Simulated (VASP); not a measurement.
# ZnCd2Se2S (P4/mmm) in VASP: further runs

The runs below take ZnCd2Se2S through single point, relaxation of cell and atoms, with PBE.

All numbers are computed with VASP 6.6.1; they aren't measurements. Logs are shortened: lines on timing, memory, paths and dates and some standing lists are left out, and cuts for length are marked.

## Step 1: The cell of the first run

It takes space group P4/mmm (No. 123, tetragonal). The conventional cell has a = 4.603 Å, b = 4.603 Å, c = 5.853 Å, α = 90.00°, β = 90.00°, γ = 90.00°. Zn (site symmetry 4/mmm) has 2 S at 2.93 Å and 8 Cd at 3.50 Å and 8 Se at 3.72 Å within 3.9 Å. Cd (site symmetry 4mm) has 2 Cd at 2.59 to 3.26 Å and 4 Se at 2.82 Å and 4 Zn at 3.50 Å and 4 S at 3.64 Å within 3.7 Å. Within 3.0 Å of Se (site symmetry mmm) lie 2 S at 2.30 Å and 4 Cd at 2.82 Å. Within 3.0 Å of S (site symmetry 4/mmm) lie 4 Se at 2.30 Å and 2 Zn at 2.93 Å.

The cell was generated, and may not be a known phase.

## Step 2: Single point, PBE

The input, INCAR:

```
SYSTEM = ZnCd2Se2S
ALGO = Normal
EDIFF = 1E-7
ENCUT = 520
GGA = PE
ISIF = 2
ISMEAR = 0
LASPH = .TRUE.
LCHARG = .FALSE.
LREAL = .FALSE.
LWAVE = .FALSE.
NBANDS = 36
NELM = 60
PREC = Accurate
SIGMA = 0.1
```

The input, KPOINTS:

```
k-points
0
G
  4 4 4
  0 0 0
```

The input, POSCAR:

```
ZnCd2Se2S
1.0
    4.6030806500      0.0000000000      0.0000000000
    0.0000000000      4.6030806500      0.0000000000
    0.0000000000      0.0000000000      5.8533280300
Zn Cd Se S
1 2 2 1
Direct
    0.0000000000      0.0000000000      0.5000000000
    0.5000000000      0.5000000000      0.7211725700
    0.5000000000      0.5000000000      0.2788274300
    0.5000000000      0.0000000000      0.0000000000
    0.0000000000      0.5000000000      0.0000000000
    0.0000000000      0.0000000000      0.0000000000
```

Potentials or basis: VASP PAW PBE potentials, release 64 (Zn, Cd, Se, S).

The run is started by

```console
$ cat potpaw_PBE.64/Zn/POTCAR potpaw_PBE.64/Cd/POTCAR potpaw_PBE.64/Se/POTCAR potpaw_PBE.64/S/POTCAR > POTCAR
$ mpirun -np 1 vasp_std > vasp.out
```

OUTCAR:

```text
SYSTEM = ZnCd2Se2S
   EDIFF = 1E-7
   ENCUT = 520
   GGA = PE
   ISIF = 2
   ISMEAR = 0
   LASPH = .TRUE.
   LREAL = .FALSE.
   NELM = 60
   PREC = Accurate

 ion  position               nearest neighbor table
   1  0.000  0.000  0.500-
   2  0.500  0.500  0.721-   3 2.59   4 2.82   5 2.82   4 2.82   5 2.82   3 3.26
   3  0.500  0.500  0.279-   2 2.59   4 2.82   5 2.82   4 2.82   5 2.82   2 3.26
   4  0.500  0.000  0.000-   6 2.30   6 2.30   2 2.82   2 2.82   3 2.82   3 2.82
   5  0.000  0.500  0.000-   6 2.30   6 2.30   2 2.82   3 2.82   2 2.82   3 2.82
   6  0.000  0.000  0.000-   4 2.30   5 2.30   5 2.30   4 2.30

  LATTYP: Found a simple tetragonal cell.
 ALAT       =     4.6030806500
 C/A-ratio  =     1.2716110090

  Lattice vectors:

 A1 = (   4.6030806500,   0.0000000000,   0.0000000000)
 A2 = (   0.0000000000,   4.6030806500,   0.0000000000)
 A3 = (   0.0000000000,   0.0000000000,   5.8533280300)

Analysis of symmetry for initial positions (statically):
=====================================================================
 Subroutine PRICEL returns:
 Original cell was already a primitive cell.

 Routine SETGRP: Setting up the symmetry group for a
 simple tetragonal supercell.

 Subroutine GETGRP returns: Found 16 space group operations
 (whereof 16 operations were pure point group operations)
 out of a pool of 16 trial point group operations.

The static configuration has the point symmetry D_4h.

Analysis of symmetry for dynamics (positions and initial velocities):
=====================================================================
 Subroutine PRICEL returns:
 Original cell was already a primitive cell.

 Routine SETGRP: Setting up the symmetry group for a
 simple tetragonal supercell.

 Subroutine GETGRP returns: Found 16 space group operations
 (whereof 16 operations were pure point group operations)
 out of a pool of 16 trial point group operations.

The dynamic configuration has the point symmetry D_4h.

 Subroutine INISYM returns: Found 16 space group operations
 (whereof 16 operations are pure point group operations),
 and found     1 'primitive' translations

----------------------------------------------------------------------------------------

                                     Primitive cell

  volume of cell :     124.0224

  direct lattice vectors                    reciprocal lattice vectors
     4.603080650  0.000000000  0.000000000     0.217245813  0.000000000  0.000000000
     0.000000000  4.603080650  0.000000000     0.000000000  0.217245813  0.000000000
     0.000000000  0.000000000  5.853328030     0.000000000  0.000000000  0.170842979

  length of vectors
     4.603080650  4.603080650  5.853328030     0.217245813  0.217245813  0.170842979

  position of ions in fractional coordinates (direct lattice)
     0.000000000  0.000000000  0.500000000
     0.500000000  0.500000000  0.721172570
     0.500000000  0.500000000  0.278827430
     0.500000000  0.000000000  0.000000000
     0.000000000  0.500000000  0.000000000
     0.000000000  0.000000000  0.000000000

  ion indices of the primitive-cell ions
   primitive index   ion index
                 1           1
                 2           2
                 3           3
                 4           4
                 5           5
                 6           6

----------------------------------------------------------------------------------------

 KPOINTS: k-points

Automatic generation of k-mesh.
 Grid dimensions read from file:
 generate k-points for:    4    4    4

 Generating k-lattice:

  Cartesian coordinates                     Fractional coordinates (reciprocal lattice)
     0.054311453  0.000000000  0.000000000     0.250000000  0.000000000  0.000000000
     0.000000000  0.054311453  0.000000000     0.000000000  0.250000000  0.000000000
     0.000000000  0.000000000  0.042710745     0.000000000  0.000000000  0.250000000

  Length of vectors
     0.054311453  0.054311453  0.042710745

  Shift w.r.t. Gamma in fractional coordinates (k-lattice)
     0.000000000  0.000000000  0.000000000

 Subroutine IBZKPT returns following result:
 ===========================================

 Found     18 irreducible k-points:

 Following reciprocal coordinates:
            Coordinates               Weight
  0.000000  0.000000  0.000000      1.000000
  0.250000  0.000000  0.000000      4.000000
  0.500000  0.000000  0.000000      2.000000
  0.250000  0.250000  0.000000      4.000000
  0.500000  0.250000  0.000000      4.000000
  0.500000  0.500000  0.000000      1.000000
[... 10 lines left out ...]
  0.500000  0.250000  0.500000      4.000000
  0.500000  0.500000  0.500000      1.000000
   k-points           NKPTS =     18   k-points in BZ     NKDIM =     18   number of bands    NBANDS=     36
   number of dos      NEDOS =    301   number of ions     NIONS =      6
   total plane-waves  NPLWV =  62208
   dimension x,y,z NGX =    36 NGY =   36 NGZ =   48
[... 30 lines left out ...]
   EFERMI_NEDOS =   21; number of points for ismear=-14 and -15
   IALGO  =     38    algorithm
   IMIX   =      4    mixing-type and parameters
     AMIX     =   0.40;   BMIX     =  1.00
     AMIX_MAG =   1.60;   BMIX_MAG =  1.00
  volume/ion in A,a.u.               =      20.67       139.49
  Fermi-wavevector in a.u.,A,eV,Ry     =   1.240812  2.344795 20.947734  1.539615
  Thomas-Fermi vector in A             =   2.375237
   LORBIT       =      0    0 simple, 1 ext, 2 COOP (PROOUT), +10 PAW based schemes
   GGA     = PE    functional components
   LHFCALC =     F    Hartree Fock is set to
   AEXX    =    0.0000 exact exchange contribution
   IVDW    =     0    specifies the selected vdW correction
   LEPSILON=     F    determine dielectric tensor
   LRPA    =     F    only Hartree local field effects (RPA)
 non-spin polarized calculation
 Gauss-broadening in eV      SIGMA  =   0.10
  energy-cutoff  :      520.00
  volume of cell :      124.02
 maximum number of plane-waves:      3368
 NGX is ok and might be reduce to    36
   NGX = 17   NGY = 17   NGZ = 21

 number of electron      53.9999971 magnetization

 Free energy of the ion-electron system (eV)
  ---------------------------------------------------
  ext. energy  EPLUGINS =         0.00000000
  ---------------------------------------------------
  free energy    TOTEN  =       -11.94935503 eV

  energy without entropy =      -11.93954898  energy(sigma->0) =      -11.94445201

 E-fermi :   3.7287     XC(G=0): -10.3042

 val. band max:        3.7100984270   @ k =   0.5000   0.2500   0.5000
 cond. band min:       3.8526723824   @ k =   0.5000   0.5000   0.0000
 fundamental gap:      0.1425739554
 Fermi energy:         3.7287050767

 k-point     1 :       0.0000    0.0000    0.0000
  band No.  band energies     occupation
      1     -13.1258      2.00000
      2      -8.9283      2.00000
      3      -6.1968      2.00000
      4      -5.6292      2.00000
      5      -5.6292      2.00000
      6      -5.5734      2.00000
[... 28 lines left out ...]
     35       9.5688      0.00000
     36      11.3761      0.00000

 k-point     2 :       0.2500    0.0000    0.0000
  band No.  band energies     occupation
      1     -12.8109      2.00000
      2      -9.6346      2.00000
      3      -6.9622      2.00000
      4      -5.7594      2.00000
      5      -5.5601      2.00000
      6      -5.3594      2.00000
[... 28 lines left out ...]
     35       9.8679      0.00000
     36      10.9223      0.00000

 k-point     3 :       0.5000    0.0000    0.0000
  band No.  band energies     occupation
      1     -12.3048      2.00000
      2     -10.5603      2.00000
      3      -7.1749      2.00000
      4      -5.8077      2.00000
      5      -5.4740      2.00000
      6      -5.0563      2.00000
[... 28 lines left out ...]
     35       9.4544      0.00000
     36       9.9162      0.00000
[... 508 lines left out ...]
 k-point    17 :       0.5000    0.2500    0.5000
  band No.  band energies     occupation
      1     -11.8964      2.00000
      2     -10.4706      2.00000
      3      -8.7493      2.00000
      4      -5.4233      2.00000
      5      -5.1807      2.00000
      6      -5.1494      2.00000
[... 28 lines left out ...]
     35      10.2926      0.00000
     36      10.4219      0.00000

 k-point    18 :       0.5000    0.5000    0.5000
  band No.  band energies     occupation
      1     -10.9470      2.00000
      2     -10.3945      2.00000
      3     -10.3945      2.00000
      4      -5.4146      2.00000
      5      -5.1741      2.00000
      6      -5.1741      2.00000
[... 28 lines left out ...]
     35       8.5356      0.00000
     36       8.5791      0.00000

------------------------ aborting loop because EDIFF is reached ----------------------------------------

  FORCE on cell =-STRESS in cart. coord.  units (eV):
  Direction    XX          YY          ZZ          XY          YZ          ZX
  --------------------------------------------------------------------------------------
  -------------------------------------------------------------------------------------
  Total       15.0481121     15.0481121      3.9619307      0.0000000      0.0000000      0.0000000
  in kB      194.3983474    194.3983474     51.1820208      0.0000000      0.0000000      0.0000000
  external PRESSURE =     146.6595719 kB  Pullay stress =       0.0000000 kB

 VOLUME and BASIS-vectors are now :
 -----------------------------------------------------------------------------
  energy-cutoff  :      520.00
  volume of cell :      124.02
      direct lattice vectors                 reciprocal lattice vectors
     4.603080650  0.000000000  0.000000000     0.217245813  0.000000000  0.000000000
     0.000000000  4.603080650  0.000000000     0.000000000  0.217245813  0.000000000
     0.000000000  0.000000000  5.853328030     0.000000000  0.000000000  0.170842979

 POSITION                                       TOTAL-FORCE (eV/Angst)
 -----------------------------------------------------------------------------------
      0.00000      0.00000      2.92666         0.000000     -0.000000     -0.000000
      2.30154      2.30154      4.22126        -0.000000     -0.000000      0.225691
      2.30154      2.30154      1.63207        -0.000000      0.000000     -0.225691
      2.30154      0.00000      0.00000         0.000000     -0.000000     -0.000000
      0.00000      2.30154      0.00000         0.000000     -0.000000     -0.000000
      0.00000      0.00000      0.00000         0.000000     -0.000000     -0.000000
 -----------------------------------------------------------------------------------
    total drift:                                0.000000      0.000000      0.000000

  FREE ENERGIE OF THE ION-ELECTRON SYSTEM (eV)
  ---------------------------------------------------
  free  energy   TOTEN  =       -11.9493550331 eV

  energy  without entropy=      -11.9395489824  energy(sigma->0) =      -11.94445201
```

Wall time 67 s (1 thread of Intel Xeon Platinum 8124M at 3.00GHz (Skylake/Cascade Lake), shared host); peak memory 0.28 GiB.

Results:

```
Free energy            : -11.9494 eV
Pressure               : 14.7 GPa
Largest force          : 0.226 eV/Å
Band gap on the k mesh : zero (bands 27 and 28 overlap by 1.50 eV)
```

Forces in eV/Å, atoms in the order of the input:
```
Zn   0.000  0.000  0.000
Cd   0.000  0.000  0.226
Cd   0.000  0.000 -0.226
Se   0.000  0.000  0.000
Se   0.000  0.000  0.000
S    0.000  0.000  0.000
```

Stress tensor (GPa, compression positive):
```
19.44  0.00  0.00
 0.00 19.44  0.00
 0.00  0.00  5.12
```

Caveat: the stress differs along the axes, from 5 to 19 GPa.

## Step 3: Single point, PBE

This run uses another cell than the first one, of 24.69 Å³/atom.

The input, INCAR:

```
SYSTEM = ZnCd2Se2S
ALGO = Normal
EDIFF = 1E-6
ENCUT = 520
GGA = PE
ISIF = 2
ISMEAR = 0
LASPH = .True.
LCHARG = .False.
LREAL = .False.
LWAVE = .False.
NBANDS = 36
NELM = 80
PREC = Accurate
SIGMA = 0.1
```

The input, KPOINTS:

```
k-points
0
Gamma
  4 4 4
  0 0 0
```

The input, POSCAR:

```
ZnCd2Se2S
1.0
    5.1557613523      0.0000000000      0.0000000000
    0.0000000000      5.1557613523      0.0000000000
    0.0000000000      0.0000000000      5.5728120744
Zn Cd Se S
1 2 2 1
Direct
    0.0000000000      0.0000000000      0.5000000000
    0.5000000000      0.5000000000      0.7384913227
    0.5000000000      0.5000000000      0.2615086773
    0.5000000000      0.0000000000      0.0000000000
    0.0000000000      0.5000000000      0.0000000000
    0.0000000000      0.0000000000      0.0000000000
```

Potentials or basis: VASP PAW PBE potentials, release 64 (Zn, Cd, Se, S).

The run is started by

```console
$ cat potpaw_PBE.64/Zn/POTCAR potpaw_PBE.64/Cd/POTCAR potpaw_PBE.64/Se/POTCAR potpaw_PBE.64/S/POTCAR > POTCAR
$ mpirun -np 1 vasp_std > vasp.out
```

Run time: 65 s. Hardware: 1 thread of Intel Xeon Platinum 8124M at 3.00GHz (Skylake/Cascade Lake), shared host; peak memory 0.3 GiB.

The run converged. Its results:

```yaml
Free_energy: -13.4916 eV
Pressure: 0.4 GPa
Band_gap_on_the_k_mesh: zero (bands 27 and 28 overlap by 1.98 eV)
```

Stress tensor (GPa, compression positive):
```
0.41 0.00 0.00
0.00 0.41 0.00
0.00 0.00 0.24
```

Levels at points of the mesh, in eV from the Fermi level:
| k point | band 24 | band 25 | band 26 | band 27 | band 28 | band 29 | band 30 | band 31 |
| --- | --- | --- | --- | --- | --- | --- | --- | --- |
| (0.00, 0.00, 0.00) | -2.05 | -1.07 | -1.04 | -0.78 | 1.72 | 3.44 | 3.44 | 4.28 |
| (0.50, 0.00, 0.00) | -2.01 | -1.88 | -0.99 | -0.98 | -0.96 | 3.15 | 3.82 | 4.14 |
| (0.50, 0.50, 0.00) | -1.73 | -1.47 | -1.27 | -0.73 | -0.50 | -0.23 | 1.15 | 1.15 |
| (0.00, 0.00, 0.50) | -1.81 | -1.20 | -1.12 | 0.05 | 1.63 | 1.63 | 1.97 | 3.84 |
| (0.50, 0.00, 0.50) | -1.71 | -1.27 | -1.03 | -0.20 | 0.96 | 3.03 | 3.14 | 3.20 |
| (0.50, 0.50, 0.50) | -1.67 | -1.67 | -1.27 | -0.52 | -0.22 | 1.28 | 3.43 | 3.43 |

## Step 4: Relaxation of cell and atoms, PBE

The input, INCAR:

```
PREC     = Accurate       # precision mode
ENCUT    = 600            # plane-wave cutoff, eV
EDIFF    = 1E-6           # SCF threshold, eV
ISMEAR   = 0              # smearing method
SIGMA    = 0.1            # smearing width, eV
LREAL    = F              # projectors in reciprocal space
LASPH    = T              # aspherical terms in the spheres
NELM     = 100            # most SCF steps
ALGO     = Normal         # electronic algorithm
ISIF     = 3              # what is computed and relaxed
LWAVE    = F              # write WAVECAR
LCHARG   = F              # write CHGCAR
GGA      = PE             # functional
IBRION   = 2              # ionic algorithm
NSW      = 90             # ionic steps
EDIFFG   = -0.04          # ionic threshold
```

The input, KPOINTS:

```
Automatic mesh
0
Gamma
  4 4 4
```

The input, POSCAR:

```
ZnCd2Se2S
1.0
    4.6030806500      0.0000000000      0.0000000000
    0.0000000000      4.6030806500      0.0000000000
    0.0000000000      0.0000000000      5.8533280300
Zn Cd Se S
1 2 2 1
Direct
    0.0000000000      0.0000000000      0.5000000000
    0.5000000000      0.5000000000      0.7211725700
    0.5000000000      0.5000000000      0.2788274300
    0.5000000000      0.0000000000      0.0000000000
    0.0000000000      0.5000000000      0.0000000000
    0.0000000000      0.0000000000      0.0000000000
```

The run is started by

```console
$ cat potpaw_PBE.64/Zn/POTCAR potpaw_PBE.64/Cd/POTCAR potpaw_PBE.64/Se/POTCAR potpaw_PBE.64/S/POTCAR > POTCAR
$ mpirun -np 1 vasp_std > vasp.out
```

Wall time 6 min (1 thread of Intel Xeon Platinum 8124M at 3.00GHz (Skylake/Cascade Lake), shared host); peak memory 0.33 GiB.

It converged, with:

| Item | Value |
| --- | --- |
| Free energy | -13.4876 eV |
| Relaxed volume | 24.91 Å³/atom |
| Relaxed cell | a = 5.175 Å, b = 5.175 Å, c = 5.580 Å, α = 90.00°, β = 90.00°, γ = 90.00° |
| Space group after relaxing (to 0.1 Å) | P4/mmm (No. 123) |
| Energy gained by relaxing | 256.4 meV/atom |
| Ionic steps | 8 |
| Pressure after relaxing | -0.1 GPa |
| Largest force after relaxing | 0.023 eV/Å |
| Band gap on the k mesh | zero (bands 27 and 28 overlap by 1.96 eV) |

Forces on the atoms (eV/Å):
```
Zn   0.000  0.000  0.000
Cd   0.000  0.000  0.023
Cd   0.000  0.000 -0.023
Se   0.000  0.000  0.000
Se   0.000  0.000  0.000
S    0.000  0.000  0.000
```

The path:
```tsv
step	energy change (eV)	largest force (eV/Å)	pressure (GPa)	volume (Å³)
1	0.0000	0.2264	14.62	124.02
2	-1.2946	0.7066	-2.37	160.69
3	-1.3294	0.6631	-0.58	153.38
4	-1.3304	0.6733	-0.90	154.54
5	-1.4421	0.5154	-0.72	152.86
6	-1.5352	0.1300	-0.22	149.97
7	-1.5375	0.0439	0.00	149.12
8	-1.5383	0.0228	-0.08	149.43
```

Final structure:
```
Zn Cd Se S
1.0
     5.17484    0.00000    0.00000
     0.00000    5.17484    0.00000
     0.00000    0.00000    5.58020
Zn Cd Se S
1 2 2 1
Cartesian
  0.0000 0.0000 2.7901
  2.5874 2.5874 4.1206
  2.5874 2.5874 1.4596
  2.5874 0.0000 0.0000
  0.0000 2.5874 0.0000
  0.0000 0.0000 0.0000
```

Levels at points of the mesh, in eV from the Fermi level:
| k point | band 24 | band 25 | band 26 | band 27 | band 28 | band 29 | band 30 | band 31 |
| --- | --- | --- | --- | --- | --- | --- | --- | --- |
| (0.00, 0.00, 0.00) | -2.04 | -1.07 | -1.03 | -0.80 | 1.71 | 3.44 | 3.44 | 4.30 |
| (0.50, 0.00, 0.00) | -2.00 | -1.88 | -0.99 | -0.98 | -0.95 | 3.12 | 3.78 | 4.11 |
| (0.50, 0.50, 0.00) | -1.73 | -1.46 | -1.26 | -0.72 | -0.52 | -0.24 | 1.17 | 1.17 |
| (0.00, 0.00, 0.50) | -1.80 | -1.19 | -1.14 | 0.06 | 1.65 | 1.65 | 1.94 | 3.86 |
| (0.50, 0.00, 0.50) | -1.71 | -1.26 | -1.03 | -0.21 | 0.97 | 2.98 | 3.14 | 3.21 |
| (0.50, 0.50, 0.50) | -1.68 | -1.68 | -1.26 | -0.54 | -0.24 | 1.28 | 3.43 | 3.43 |

Caveat: the volume moved by over 15 % at a fixed basis, so the end points are rough.

## Step 5: Overview

```csv
task,cell,cutoff (eV),gap on the mesh (eV),pressure (GPa),largest force (eV/Å)
single point,"a = 4.603, b = 4.603, c = 5.853 Å, 6 atoms, atomic positions A",520,none,14.7,0.23
single point,"a = 5.156, b = 5.156, c = 5.573 Å, 6 atoms, atomic positions B",520,none,0.4,-
relaxation of cell and atoms,"relaxed from a = 4.603, b = 4.603, c = 5.853 Å, 6 atoms, atomic positions A",600,none,-0.1,0.02
```

Alike in all rows: level PBE; potentials or basis VASP PAW PBE potentials, release 64 (Zn, Cd, Se, S); no spin polarisation; k mesh 4 × 4 × 4; smearing gaussian 0.1 eV.

Caveats: the stress differs along the axes, from 5 to 19 GPa (at least some runs); the volume moved by over 15 % at a fixed basis, so the end points are rough (at least some runs).

Absolute energies hang on the potentials; compare differences alone.

The gap in the log of VASP goes by the Fermi energy; the results here count the filled bands.